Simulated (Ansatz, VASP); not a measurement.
One calculation of Ag, two programs

The input INCAR:

```
SYSTEM = Ag
ALGO = Fast ; EDIFF = 1E-6
ENCUT = 520 ; GGA = PS
ISIF = 2 ; ISMEAR = 0
LASPH = .True. ; LCHARG = .False.
LREAL = .False. ; LWAVE = .False.
NBANDS = 12 ; NELM = 80
PREC = Accurate ; SIGMA = 0.15
```

KPOINTS

```
k-points
0
Gamma
  22 22 22
  0 0 0
```

File POSCAR:

```
Ag
1.0
   -1.2747011800      1.6782745266      1.6782745266
    1.6782745266     -1.2747011800      1.6782745266
    1.6782745266      1.6782745266     -1.2747011800
Ag
1
Direct
    0.0000000000      0.0000000000      0.0000000000
```

Input for Ansatz:

```yaml
crystal:
  lattice:
    - [-1.27470118, 1.6782745266, 1.6782745266]
    - [1.6782745266, -1.27470118, 1.6782745266]
    - [1.6782745266, 1.6782745266, -1.27470118]
  atoms:
    - { symbol: Ag, position: [0.0, 0.0, 0.0] }
basis:
  ecutwfc: 420
kpoints:
  mp_grid: { grid: [22, 22, 22] }
hamiltonian:
  xc: pbesol
scf:
  occupations: { method: gaussian, width: 0.15 }
output:
  forces: true
  stress: true
  eigenvalues: true
```

Alike in both runs: task single point; functional PBEsol; k mesh 22 × 22 × 22; occupations gaussian, width 0.15 eV; no spin polarisation.

|  | VASP | Ansatz |
| --- | --- | --- |
| version | VASP 6.6.1 | Ansatz 0.2.0 |
| potentials or method | VASP PAW PBE potentials, release 64 (Ag), cutoff 520 eV | scalar-relativistic, plane waves, PAW |
| valence electrons in the cell | 11 | 19 |

Ansatz gave:

```
gap on the k mesh at the Fermi level (eV)                     : none
pressure (GPa)                                                : 0.4
traceless stress, the component that is largest in VASP (GPa) : -3.23
```

Question: Estimate VASP's values.

Answer: gap on the k mesh at the Fermi level (eV): none; pressure (GPa): 0.3; traceless stress, the component that is largest in VASP (GPa): -3.20.

VASP's potentials were made for PBE, not for PBEsol. A gap of «none» marks a metal or a gap that the smearing closes. VASP's potentials hold 11 valence electrons a cell and Ansatz's 19, so a difference there can come from the potentials and not from the codes.
